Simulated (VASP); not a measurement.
# ZnSe (F-43m) in VASP: a series of runs, part 2 of 2

VASP 6.6.1.

## 3. Single point, PBEsol

This run uses another cell than the first one, of 27.70 Å³/atom, 1.234 times its volume.

The input, INCAR:

```
  PREC = Accurate
  ENCUT = 500
  EDIFF = 1E-6
  ISMEAR = 0
  SIGMA = 0.1
  LREAL = F
  LASPH = T
  NELM = 120
  ALGO = Normal
  ISIF = 2
  LWAVE = F
  LCHARG = F
  GGA = PS
  NBANDS = 16
  GGA_COMPAT = F
```

The input, KPOINTS:

```
regular mesh
0
Gamma
  6 6 6
```

The input, POSCAR:

```
ZnSe
1.0
    0.0000000000      3.0256774899      3.0256774899
    3.0256774899      0.0000000000      3.0256774899
    3.0256774899      3.0256774899      0.0000000000
Zn Se
1 1
Direct
    0.0000000000      0.0000000000      0.0000000000
    0.2500000000      0.2500000000      0.2500000000
```

Potentials or basis: VASP PAW PBE potentials, release 64 (Zn, Se).

Run with:

```bash
$ cat potpaw_PBE.64/Zn/POTCAR potpaw_PBE.64/Se/POTCAR > POTCAR
$ mpirun -np 1 vasp_std > vasp.out
```

OUTCAR:

```text
PREC = Accurate
   ENCUT = 500
   EDIFF = 1E-6
   ISMEAR = 0
   LREAL = F
   LASPH = T
   NELM = 120
   ISIF = 2
   GGA = PS

 ion  position               nearest neighbor table
   1  0.000  0.000  0.000-   2 2.62   2 2.62   2 2.62   2 2.62
   2  0.250  0.250  0.250-   1 2.62   1 2.62   1 2.62   1 2.62

  LATTYP: Found a face centered cubic cell.
 ALAT       =     6.0513549798

  Lattice vectors:

 A1 = (   0.0000000000,   3.0256774899,   3.0256774899)
 A2 = (   3.0256774899,   0.0000000000,   3.0256774899)
 A3 = (   3.0256774899,   3.0256774899,   0.0000000000)

Analysis of symmetry for initial positions (statically):
=====================================================================
 Subroutine PRICEL returns:
 Original cell was already a primitive cell.

 Routine SETGRP: Setting up the symmetry group for a
 face centered cubic supercell.

 Subroutine GETGRP returns: Found 24 space group operations
 (whereof 24 operations were pure point group operations)
 out of a pool of 48 trial point group operations.

The static configuration has the point symmetry T_d .

Analysis of symmetry for dynamics (positions and initial velocities):
[... 149 lines left out ...]

 E-fermi :   0.2442     XC(G=0):  -8.6575

 val. band max:        0.0024922175   @ k =   0.0000   0.0000   0.0000
 cond. band min:       0.4638216198   @ k =   0.0000   0.0000   0.0000
 fundamental gap:      0.4613294023
 Fermi energy:         0.2441672898

 k-point     1 :       0.0000    0.0000    0.0000
  band No.  band energies     occupation
      1     -12.2131      2.00000
      2      -6.0180      2.00000
      3      -6.0180      2.00000
      4      -6.0180      2.00000
      5      -5.7986      2.00000
      6      -5.7986      2.00000
[... 281 lines left out ...]
      3      -5.8924      2.00000
      4      -5.8397      2.00000
      5      -5.7877      2.00000
      6      -5.6380      2.00000
[... 8 lines left out ...]
     15      12.6407      0.00000
     16      13.0556      0.00000

------------------------ aborting loop because EDIFF is reached ----------------------------------------

  FORCE on cell =-STRESS in cart. coord.  units (eV):
  Direction    XX          YY          ZZ          XY          YZ          ZX
  --------------------------------------------------------------------------------------
  -------------------------------------------------------------------------------------
  Total       -2.9264782     -2.9264782     -2.9264782      0.0000000      0.0000000      0.0000000
  in kB      -84.6365545    -84.6365545    -84.6365545      0.0000000      0.0000000      0.0000000
  external PRESSURE =     -84.6365545 kB  Pullay stress =       0.0000000 kB

 VOLUME and BASIS-vectors are now :
 -----------------------------------------------------------------------------
  energy-cutoff  :      500.00
  volume of cell :       55.40
      direct lattice vectors                 reciprocal lattice vectors
     0.000000000  3.025677490  3.025677490    -0.165252246  0.165252246  0.165252246
     3.025677490  0.000000000  3.025677490     0.165252246 -0.165252246  0.165252246
     3.025677490  3.025677490  0.000000000     0.165252246  0.165252246 -0.165252246

 POSITION                                       TOTAL-FORCE (eV/Angst)
 -----------------------------------------------------------------------------------
      0.00000      0.00000      0.00000        -0.000000      0.000000     -0.000000
      1.51284      1.51284      1.51284         0.000000     -0.000000      0.000000
 -----------------------------------------------------------------------------------
    total drift:                                0.000001      0.000001      0.000000

  FREE ENERGIE OF THE ION-ELECTRON SYSTEM (eV)
  ---------------------------------------------------
  free  energy   TOTEN  =        -6.4306190233 eV

  energy  without entropy=       -6.4306146484  energy(sigma->0) =       -6.43061684
```

OSZICAR:

```text
N       E                     dE             d eps       ncg     rms          rms(c)
DAV:   1     0.857007121150E+02    0.85701E+02   -0.83702E+03   512   0.116E+03
DAV:   2    -0.107539256371E+01   -0.86776E+02   -0.81519E+02   592   0.239E+02
DAV:   3    -0.670676595873E+01   -0.56314E+01   -0.56120E+01   608   0.601E+01
DAV:   4    -0.675579172692E+01   -0.49026E-01   -0.49021E-01   640   0.613E+00
DAV:   5    -0.675606358318E+01   -0.27186E-03   -0.27185E-03   632   0.394E-01    0.338E+00
DAV:   6    -0.645058370017E+01    0.30548E+00   -0.64325E-01   712   0.224E+01    0.270E+00
DAV:   7    -0.643322715705E+01    0.17357E-01   -0.12982E-01   584   0.325E+00    0.118E+00
DAV:   8    -0.643068919905E+01    0.25380E-02   -0.35136E-03   648   0.579E-01    0.327E-01
DAV:   9    -0.643055000518E+01    0.13919E-03   -0.78747E-04   600   0.269E-01    0.659E-02
DAV:  10    -0.643061079605E+01   -0.60791E-04   -0.12584E-04   656   0.130E-01    0.145E-02
DAV:  11    -0.643061812337E+01   -0.73273E-05   -0.19565E-05   632   0.641E-02    0.375E-03
DAV:  12    -0.643061902327E+01   -0.89990E-06   -0.30466E-06   648   0.127E-02
   1 F= -.64306190E+01 E0= -.64306168E+01  d E =-.437483E-05
```

stdout:

```text
POSCAR found type information on POSCAR ZnSe
 POSCAR found :  2 types and       2 ions
 scaLAPACK will be used
 -----------------------------------------------------------------------------
|                                                                             |
|                                                                             |
|     You enforced a specific xc type in the INCAR file but a different       |
|     I HOPE YOU KNOW WHAT YOU ARE DOING!                                     |
|                                                                             |
 -----------------------------------------------------------------------------

 LDA part: xc-table for (Slater+PW92), standard interpolation
 POSCAR, INCAR and KPOINTS ok, starting setup
 FFT: planning ... GRIDC
 FFT: planning ... GRID_SOFT
 FFT: planning ... GRID
 WAVECAR not read
 entering main loop
```

Wall time 5.5 s (1 thread of Intel Xeon 6975P-C (Granite Rapids), shared host); peak memory 0.17 GiB.

Results:

* Free energy: -6.4306 eV
* Pressure: -8.5 GPa
* Band gap on the k mesh: 0.46 eV, direct

Levels at points of the mesh, in eV from the valence-band top:
```tsv
k point	band 7	band 8	band 9	band 10	band 11	band 12
(0.00, 0.00, 0.00)	0.00	0.00	0.00	0.46	5.73	5.73
(0.50, 0.00, 0.00)	-4.16	-0.62	-0.62	2.10	6.27	6.27
(0.50, 0.50, 0.00)	-3.98	-1.59	-1.59	3.22	3.26	9.34
```

Caveat: the PAW data sets were made with another functional, which shifts forces and pressure a little.
